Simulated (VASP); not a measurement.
Wanted: the native input for a VASP 6.6.1 run.

| Property | Result |
| --- | --- |
| Task | single point |
| Functional | PBEsol |
| Potentials or basis | VASP PAW PBE potentials, release 64 (Co) |
| Cutoff | 520 eV |
| k mesh | 28 × 28 × 28 |
| Occupations | gaussian, width 0.1 eV |
| Spin | no spin polarisation |
| Dipole correction | no |
| Further INCAR settings | ALGO = Fast; EDIFF = 1e-07; NBANDS = 10 |

The structure of Co lies in POSCAR:

```
Co
1.0
   -1.3616542872      1.3616542872      1.3616542872
    1.3616542872     -1.3616542872      1.3616542872
    1.3616542872      1.3616542872     -1.3616542872
Co
1
Direct
    0.0000000000      0.0000000000      0.0000000000
```

This isn't the form of Co at room conditions, which is hcp.

These files were run (other wordings do the same):

INCAR

```
SYSTEM = Co
PREC = Accurate
ENCUT = 520
EDIFF = 1E-7
ISMEAR = 0
SIGMA = 0.1
LREAL = .FALSE.
LASPH = .TRUE.
NELM = 100
ALGO = Fast
ISIF = 2
LWAVE = .FALSE.
LCHARG = .FALSE.
GGA = PS
NBANDS = 10
```

KPOINTS

```
regular mesh
0
G
  28 28 28
  0 0 0
```

Potentials or basis: VASP PAW PBE potentials, release 64 (Co).

Launch:

```console
$ cat potpaw_PBE.64/Co/POTCAR > POTCAR
$ mpirun -np 1 vasp_std > vasp.out
```

Results of the run:

| Item | Value |
| --- | --- |
| Pressure | -1.0 GPa |
| Band gap on the k mesh | zero (an odd number of electrons rules out a gap without spin polarisation) |

Caveat: the PAW data sets were made with another functional, which shifts forces and pressure a little; the run has no spin polarisation, though such a crystal can be magnetic.

Wall time 2.1 min on 1 thread of Intel Xeon 8259CL (shared host), peak memory 0.18 GiB.
